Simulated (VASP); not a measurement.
Write the native input for VASP 6.6.1 that does the following.

```
Task                   : relaxation of volume and atoms at fixed shape
Functional             : LDA
Potentials or basis    : VASP PAW LDA potentials, release 64 (Cd, Pd)
Cutoff                 : 600 eV
k mesh                 : 6 × 6 × 6
Occupations            : gaussian, width 0.1 eV
Spin                   : no spin polarisation
Dipole correction      : no
Further INCAR settings : ALGO = Normal; EDIFF = 1e-06; IBRION = 2; EDIFFG = -0.02; NSW = 80; ISIF = 8
```

The structure of CdPd3 lies in POSCAR:

```
CdPd3
1.0
    3.9969730000      0.0000000000      0.0000000000
    0.0000000000      3.9969730000      0.0000000000
    0.0000000000      0.0000000000      3.9969730000
Cd Pd
1 3
Direct
    0.0000000000      0.0000000000      0.0000000000
    0.0000000000      0.5000000000      0.5000000000
    0.5000000000      0.0000000000      0.5000000000
    0.5000000000      0.5000000000      0.0000000000
```

These files were run (other wordings do the same):

INCAR

```
  PREC = Accurate
  ENCUT = 600
  EDIFF = 1E-6
  ISMEAR = 0
  SIGMA = 0.1
  LREAL = False
  LASPH = True
  NELM = 80
  ALGO = Normal
  ISIF = 8
  LWAVE = False
  LCHARG = False
  IBRION = 2
  NSW = 80
  EDIFFG = -0.02
```

KPOINTS

```
regular mesh
0
Gamma
  6 6 6
```

Potentials or basis: VASP PAW LDA potentials, release 64 (Cd, Pd).

The run is started by

```console
$ cat potpaw_LDA.64/Cd/POTCAR potpaw_LDA.64/Pd/POTCAR > POTCAR
$ mpirun -np 1 vasp_std > vasp.out
```

It gave:

| Item | Value |
| --- | --- |
| Relaxed volume | 15.10 Å³/atom |
| Relaxed cell | a = 3.923 Å, b = 3.923 Å, c = 3.923 Å, α = 90.00°, β = 90.00°, γ = 90.00° |
| Space group after relaxing (to 0.05 Å) | Pm-3m (No. 221) |
| Energy gained by relaxing | 26.8 meV/atom |
| Ionic steps | 3 |
| Pressure after relaxing | -0.2 GPa |
| Band gap on the k mesh | zero (band 21 reaches 8.48 eV, above the bottom of band 22 at 7.90 eV) |

It took 76 s on 1 thread of Intel Xeon 8259CL, on a shared host, peak memory 0.18 GiB.
